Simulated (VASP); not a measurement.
Runs of VASP 6.6.1 on BaTiO3. It takes space group P4mm (No. 99, tetragonal). Conventional cell: a = 4.000 Å, b = 4.000 Å, c = 4.018 Å, α = 90.00°, β = 90.00°, γ = 90.00°. Ba (site symmetry 4mm) has 12 O at 2.79 to 2.88 Å and 8 Ti at 3.45 to 3.49 Å within 3.7 Å. Ti (site symmetry 4mm) has 6 O at 1.89 to 2.13 Å within 2.5 Å. Within 2.5 Å of O (site symmetry 4mm) lie 2 Ti at 1.89 to 2.13 Å. O (site symmetry 2mm) has 2 Ti at 2.00 Å within 2.7 Å. 

```tsv
level	U	gap on the mesh (eV)	pressure (GPa)	largest force (eV/Å)
PBE+U	Ti d U = 2.0 eV	(b)	5.8	0.17
PBE+U	Ti d U = 4.0 eV	2.25	(c)	0.47
PBE	-	1.77	4.2	0.28
PBE+U	Ti d U = 6.0 eV	2.52	9.1	(a)
```

Alike in all rows: task single point; potentials or basis VASP PAW PBE potentials, release 64 (Ba_sv, Ti_sv, O); no spin polarisation; cell as given; k mesh 6 × 6 × 6; cutoff (eV) 520; smearing methfessel-paxton 0.05 eV.

Q: Fill in the values left out.

A: (a) 0.77; (b) 2.00; (c) 7.5.

Caveats: spin-orbit coupling is left out, which moves the levels of the heavy elements.

A k mesh can miss the band edges, and the runs leave out spin-orbit coupling on Ba.
